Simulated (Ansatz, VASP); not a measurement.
Nb3C5: VASP beside Ansatz

```
Nb C
1.0
     2.10786   -5.38553    0.00000
     2.10786    5.38553    0.00000
     0.00000    0.00000    9.73903
Nb C
6 10
Direct
  0.15060 0.84940 0.96010
  0.15060 0.84940 0.53990
  0.73318 0.26682 0.75000
  0.84940 0.15060 0.03990
  0.84940 0.15060 0.46010
  0.26682 0.73318 0.25000
  0.93241 0.06759 0.81697
  0.66615 0.33385 0.95534
  0.93241 0.06759 0.68303
  0.66615 0.33385 0.54466
  0.06759 0.93241 0.18303
  0.33385 0.66615 0.04466
  0.06759 0.93241 0.31697
  0.33385 0.66615 0.45534
  0.19428 0.80572 0.75000
  0.80572 0.19428 0.25000
```

Alike in both runs: functional PBE; k mesh 4 × 4 × 2; occupations gaussian, width 0.2 eV; no spin polarisation.

Ansatz relaxed the structure, and its values are those at the end. VASP's run is a single point on that final structure, the one shown.

|  | VASP | Ansatz |
| --- | --- | --- |
| version | VASP 6.6.1 | Ansatz 0.2.0 |
| potentials or method | VASP PAW PBE potentials, release 64 (Nb_sv, C), cutoff 520 eV | scalar-relativistic, plane waves, PAW |
| valence electrons in the cell | 118 | 118 |

|  | VASP | Ansatz | Ansatz less VASP |
| --- | --- | --- | --- |
| gap on the k mesh at the Fermi level (eV) | none | none | - |
| pressure (GPa) | 0.0 | 0.2 | +0.21 |
| rms of the force components (eV/Å) | 0.034 | 0.014 | -0.0201 |

A gap of «none» marks a metal or a gap that the smearing closes.

The k mesh is coarse, so the values compare programs but aren't converged.
